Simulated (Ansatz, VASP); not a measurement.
# HfO2: VASP beside Ansatz

The input POSCAR:

```
HfO2
1.0
    0.0000000000      2.4236678962      2.4236678962
    2.4236678962      0.0000000000      2.4236678962
    2.4236678962      2.4236678962      0.0000000000
Hf O
1 2
Direct
    0.0000000000      0.0000000000      0.0000000000
    0.2500000000      0.2500000000      0.2500000000
    0.7500000000      0.7500000000      0.7500000000
```

INCAR.step1

```
SYSTEM = HfO2
PREC = Accurate
ENCUT = 520
ISMEAR = 0
SIGMA = 0.05
LREAL = .False.
LASPH = .True.
NELM = 60
NBANDS = 18
GGA = PE
ALGO = Normal
EDIFF = 1E-4
LWAVE = .True.
LCHARG = .False.
```

INCAR.step2

```
SYSTEM = HfO2
PREC = Accurate
ENCUT = 520
EDIFF = 1E-6
ISMEAR = 0
SIGMA = 0.05
LREAL = .False.
LASPH = .True.
NELM = 60
ALGO = Normal
ISIF = 2
LWAVE = .False.
LCHARG = .False.
METAGGA = R2SCAN
LMIXTAU = .True.
NBANDS = 18
ISTART = 1
```

KPOINTS

```
Automatic mesh
0
Gamma
  8 8 8
  0 0 0
```

Input for Ansatz:

```yaml
crystal:
  lattice:
    - [0.0, 2.4236678962, 2.4236678962]
    - [2.4236678962, 0.0, 2.4236678962]
    - [2.4236678962, 2.4236678962, 0.0]
  atoms:
    - { symbol: Hf, position: [0.0, 0.0, 0.0] }
    - { symbol: O, position: [0.25, 0.25, 0.25] }
    - { symbol: O, position: [0.75, 0.75, 0.75] }
basis:
  ecutwfc: 500
  ecutrho_ratio: 4
kpoints:
  mp_grid: { grid: [8, 8, 8] }
hamiltonian:
  xc: r2scan
scf:
  occupations: { method: gaussian, width: 0.05 }
output:
  forces: true
  stress: true
  eigenvalues: true
```

Alike in both runs: task single point; functional r2SCAN; k mesh 8 × 8 × 8; occupations gaussian, width 0.05 eV; no spin polarisation.

|  | VASP | Ansatz |
| --- | --- | --- |
| version | VASP 6.6.1 | Ansatz 0.2.0 |
| potentials or method | VASP PAW PBE potentials, release 64 (Hf_pv, O), cutoff 520 eV | scalar-relativistic, plane waves, PAW |
| valence electrons in the cell | 22 | 38 |

VASP gave:

- gap on the k mesh at the Fermi level (eV): 4.69
- least direct gap on the mesh (eV): 4.69

Question: Which values does Ansatz return?

Answer: gap on the k mesh at the Fermi level (eV): 4.63; least direct gap on the mesh (eV): 4.63.

VASP's potentials were made for PBE, not for r2SCAN. With one functional, cell and mesh, what is left measures potentials, basis and numerics. VASP's potentials hold 22 valence electrons a cell and Ansatz's 38, so a difference there can come from the potentials and not from the codes.

Spin-orbit coupling is off throughout.
